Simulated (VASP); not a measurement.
# V (P6_3/mmc) in VASP: a series of runs

V is run at these levels: LDA, r2SCAN; tasks: single point.

Everything below comes from runs of VASP 6.6.1. Logs are shortened: lines on timing, memory, paths and dates and some standing lists are left out, and cuts for length are marked.

## (1) The cell of the first run

It takes space group P6_3/mmc (No. 194, hexagonal). The conventional cell has a = 2.622 Å, b = 2.622 Å, c = 4.755 Å, α = 90.00°, β = 90.00°, γ = 120.00°. V (site symmetry -6m2) has 12 V at 2.62 to 2.82 Å within 3.5 Å.

This isn't the form of V at room conditions, which is bcc.

## (2) Single point, LDA, collinear spin, ferromagnetic start

The input, INCAR:

```
SYSTEM = V
PREC = Accurate ; ENCUT = 520
EDIFF = 1E-6 ; ISMEAR = -1
SIGMA = 0.05 ; LREAL = .FALSE.
LASPH = .TRUE. ; NELM = 150
ALGO = Normal ; ISIF = 2
LWAVE = .FALSE. ; LCHARG = .FALSE.
ISPIN = 2 ; MAGMOM = 2 2
LORBIT = 11 ; LMAXMIX = 4
NBANDS = 24
```

The input, KPOINTS:

```
Automatic mesh
0
G
  12 12 6
  0 0 0
```

The input, POSCAR:

```
V
1.0
    2.6215415862      0.0000000000      0.0000000000
   -1.3107707930      2.2703216106      0.0000000000
    0.0000000000      0.0000000000      4.7546172825
V
2
Direct
    0.3333333333      0.6666666667      0.2500000000
    0.6666666667      0.3333333333      0.7500000000
```

Potentials or basis: VASP PAW LDA potentials, release 64 (V_sv).

Started as:

```bash
$ cat potpaw_LDA.64/V_sv/POTCAR > POTCAR
$ mpirun -np 1 vasp_std > vasp.out
```

OUTCAR:

```text
SYSTEM = V
   PREC = Accurate
   ENCUT = 520
   EDIFF = 1E-6
   ISMEAR = -1
   LREAL = .FALSE.
   LASPH = .TRUE.
   NELM = 150
   ISIF = 2
   ISPIN = 2
   LORBIT = 11

 ion  position               nearest neighbor table
   1  0.333  0.667  0.250-   2 2.82   2 2.82   2 2.82   2 2.82   2 2.82   2 2.82
   2  0.667  0.333  0.750-   1 2.82   1 2.82   1 2.82   1 2.82   1 2.82   1 2.82

  LATTYP: Found a hexagonal cell.
 ALAT       =     2.6215415862
 C/A-ratio  =     1.8136722711

  Lattice vectors:

 A1 = (   2.6215415862,   0.0000000000,   0.0000000000)
 A2 = (  -1.3107707930,   2.2703216106,   0.0000000000)
 A3 = (   0.0000000000,   0.0000000000,   4.7546172825)

Analysis of symmetry for initial positions (statically):
=====================================================================
 Subroutine PRICEL returns:
 Original cell was already a primitive cell.

 Routine SETGRP: Setting up the symmetry group for a
 hexagonal supercell.

 Subroutine GETGRP returns: Found 24 space group operations
 (whereof 12 operations were pure point group operations)
 out of a pool of 24 trial point group operations.

The static configuration has the point symmetry D_3d.
 The point group associated with its full space group is D_6h.

Analysis of symmetry for dynamics (positions and initial velocities):
=====================================================================
 Subroutine PRICEL returns:
 Original cell was already a primitive cell.

 Routine SETGRP: Setting up the symmetry group for a
 hexagonal supercell.

 Subroutine GETGRP returns: Found 24 space group operations
 (whereof 12 operations were pure point group operations)
 out of a pool of 24 trial point group operations.

The dynamic configuration has the point symmetry D_3d.
 The point group associated with its full space group is D_6h.

Analysis of structural, dynamic, and magnetic symmetry:
=====================================================================
 Subroutine PRICEL returns:
 Original cell was already a primitive cell.

 Routine SETGRP: Setting up the symmetry group for a
 hexagonal supercell.

 Subroutine GETGRP returns: Found 24 space group operations
 (whereof 12 operations were pure point group operations)
 out of a pool of 24 trial point group operations.

The overall configuration has the point symmetry D_3d.
 The point group associated with its full space group is D_6h.

 Subroutine INISYM returns: Found 24 space group operations
[... 117 lines left out ...]
     AMIX_MAG =   1.60;   BMIX_MAG =  1.00
  volume/ion in A,a.u.               =      14.15        95.48
  Fermi-wavevector in a.u.,A,eV,Ry     =   1.591522  3.007541 34.462783  2.532943
  Thomas-Fermi vector in A             =   2.690049
   LORBIT       =     11    0 simple, 1 ext, 2 COOP (PROOUT), +10 PAW based schemes
   GGA     = CA    functional components
   LHFCALC =     F    Hartree Fock is set to
   AEXX    =    0.0000 exact exchange contribution
   IVDW    =     0    specifies the selected vdW correction
   LEPSILON=     F    determine dielectric tensor
   LRPA    =     F    only Hartree local field effects (RPA)
 spin polarized calculation
  energy-cutoff  :      520.00
  volume of cell :       28.30
 maximum number of plane-waves:       780
 NGX is ok and might be reduce to    20
   NGX =  9   NGY =  9   NGZ = 17

 number of electron      26.0000005 magnetization      -0.0251558

 number of electron      26.0000005 magnetization       0.0024261

 Free energy of the ion-electron system (eV)
  ---------------------------------------------------
  ext. energy  EPLUGINS =         0.00000000
  ---------------------------------------------------
  free energy    TOTEN  =       -19.23970311 eV

  energy without entropy =      -19.21341849  energy(sigma->0) =      -19.22656080

 E-fermi :   9.2121     XC(G=0): -12.9400

 val. band max:        9.1966507703   @ k =   0.3333   0.0000   0.1667
 cond. band min:       9.2402655594   @ k =   0.3333   0.1667   0.5000
 fundamental gap:      0.0436147891
 Fermi energy:         9.2120702331

 spin component 1

 k-point     1 :       0.0000    0.0000    0.0000
  band No.  band energies     occupation
      1     -54.0613      1.00000
      2     -53.9573      1.00000
      3     -28.5742      1.00000
      4     -27.9627      1.00000
      5     -27.8243      1.00000
      6     -27.8243      1.00000
[... 637 lines left out ...]
     23      24.0190      0.00000
     24      26.0277      0.00000

 [... further k-points ...]

 spin component 2

 k-point     1 :       0.0000    0.0000    0.0000
  band No.  band energies     occupation
      1     -54.0605      1.00000
      2     -53.9564      1.00000
      3     -28.5733      1.00000
      4     -27.9618      1.00000
      5     -27.8235      1.00000
      6     -27.8235      1.00000
[... 637 lines left out ...]
     23      24.0196      0.00000
     24      26.0284      0.00000

 [... further k-points ...]

------------------------ aborting loop because EDIFF is reached ----------------------------------------

  FORCE on cell =-STRESS in cart. coord.  units (eV):
  Direction    XX          YY          ZZ          XY          YZ          ZX
  --------------------------------------------------------------------------------------
  -------------------------------------------------------------------------------------
  Total       -2.8224283     -2.8224283     -2.5137295     -0.0000000      0.0000000      0.0000000
  in kB     -159.7989051   -159.7989051   -142.3211451     -0.0000000      0.0000000      0.0000000
  external PRESSURE =    -153.9729851 kB  Pullay stress =       0.0000000 kB

 VOLUME and BASIS-vectors are now :
 -----------------------------------------------------------------------------
  energy-cutoff  :      520.00
  volume of cell :       28.30
      direct lattice vectors                 reciprocal lattice vectors
     2.621541586  0.000000000  0.000000000     0.381454944  0.220233115  0.000000000
    -1.310770793  2.270321611  0.000000000     0.000000000  0.440466230  0.000000000
     0.000000000  0.000000000  4.754617282     0.000000000  0.000000000  0.210321870

 POSITION                                       TOTAL-FORCE (eV/Angst)
 -----------------------------------------------------------------------------------
     -0.00000      1.51355      1.18865         0.000000      0.000000      0.000000
      1.31077      0.75677      3.56596        -0.000000      0.000000      0.000000
 -----------------------------------------------------------------------------------
    total drift:                               -0.000000      0.000000     -0.000000

  FREE ENERGIE OF THE ION-ELECTRON SYSTEM (eV)
  ---------------------------------------------------
  free  energy   TOTEN  =       -19.2397031058 eV

  energy  without entropy=      -19.2134184889  energy(sigma->0) =      -19.22656080

 total charge

# of ion       s       p       d       tot
------------------------------------------
    1        2.341   6.198   3.081  11.620
    2        2.341   6.198   3.081  11.620
--------------------------------------------------
tot          4.681  12.397   6.162  23.240

 magnetization (x)

# of ion       s       p       d       tot
------------------------------------------
    1        0.000   0.000   0.000   0.001
    2        0.000   0.000   0.000   0.001
--------------------------------------------------
tot          0.000   0.000   0.001   0.001
```

OSZICAR:

```text
N       E                     dE             d eps       ncg     rms          rms(c)
DAV:   1     0.312448580215E+03    0.31245E+03   -0.15720E+04  7352   0.127E+03
DAV:   2    -0.125031059456E+02   -0.32495E+03   -0.31539E+03  7440   0.418E+02
DAV:   3    -0.210171356834E+02   -0.85140E+01   -0.84834E+01  8616   0.804E+01
DAV:   4    -0.210737773834E+02   -0.56642E-01   -0.56638E-01  8024   0.695E+00
DAV:   5    -0.210745750478E+02   -0.79766E-03   -0.79766E-03  8632   0.760E-01    0.260E+01
DAV:   6    -0.190415506592E+02    0.20330E+01   -0.67695E+00  7872   0.278E+01    0.391E+00
DAV:   7    -0.192169273295E+02   -0.17538E+00   -0.28293E-01  8312   0.494E+00    0.370E+00
DAV:   8    -0.192328668549E+02   -0.15940E-01   -0.83735E-03  7816   0.919E-01    0.144E+00
DAV:   9    -0.192391930282E+02   -0.63262E-02   -0.41678E-03  8496   0.617E-01    0.492E-01
DAV:  10    -0.192395285939E+02   -0.33557E-03   -0.22501E-03  8080   0.431E-01    0.101E-01
DAV:  11    -0.192396614128E+02   -0.13282E-03   -0.64652E-05  7864   0.722E-02    0.597E-02
DAV:  12    -0.192396988902E+02   -0.37477E-04   -0.11004E-05  7936   0.276E-02    0.206E-02
DAV:  13    -0.192397024927E+02   -0.36024E-05   -0.12107E-06  5888   0.103E-02    0.800E-03
DAV:  14    -0.192397031058E+02   -0.61314E-06   -0.66327E-08  3808   0.254E-03
   1 F= -.19239703E+02 E0= -.19226561E+02  d E =-.262846E-01  mag=     0.0002
```

It took 70 s on 1 thread of AMD EPYC 9R45 (Zen 5), shared host; peak memory 0.14 GiB.

Results:

- Free energy: -19.2397 eV
- Pressure: -15.4 GPa
- Band gap on the k mesh: zero (filled and empty bands overlap)
- Net moment: 0.00 μB per cell
- Valence electrons inside the program's atomic spheres: V 11.62

Stress tensor (GPa, compression positive):
```
-15.98   0.00   0.00
  0.00 -15.98   0.00
  0.00   0.00 -14.23
```

Levels at points of the mesh, in eV from the Fermi level:
Spin up:
| k point | band 9 | band 10 | band 11 | band 12 | band 13 | band 14 | band 15 | band 16 | band 17 | band 18 |
| --- | --- | --- | --- | --- | --- | --- | --- | --- | --- | --- |
| (0.00, 0.00, 0.00) | -6.72 | -3.36 | -0.56 | -0.15 | 0.32 | 0.32 | 0.62 | 0.62 | 1.75 | 1.75 |
| (0.50, 0.00, 0.00) | -2.85 | -2.78 | -2.63 | -0.37 | -0.14 | 0.30 | 0.57 | 2.84 | 3.43 | 3.53 |
| (0.00, 0.00, 0.50) | -4.98 | -4.98 | -0.98 | -0.98 | 0.35 | 0.35 | 0.35 | 0.35 | 2.40 | 2.40 |
| (0.50, 0.00, 0.50) | -3.17 | -3.17 | -1.75 | -1.75 | 1.57 | 1.57 | 1.62 | 1.62 | 3.48 | 3.48 |
Spin down:
| k point | band 11 | band 12 | band 13 | band 14 | band 15 | band 16 |
| --- | --- | --- | --- | --- | --- | --- |
| (0.00, 0.00, 0.00) | -0.56 | -0.15 | 0.32 | 0.32 | 0.62 | 0.62 |
| (0.50, 0.00, 0.00) | -2.63 | -0.37 | -0.13 | 0.30 | 0.57 | 2.84 |
| (0.00, 0.00, 0.50) | -0.98 | -0.98 | 0.35 | 0.35 | 0.35 | 0.35 |
| (0.50, 0.00, 0.50) | -1.75 | -1.75 | 1.57 | 1.57 | 1.62 | 1.62 |

Caveat: the cell stands under tension.

(Part 1 of 2 ends here.)
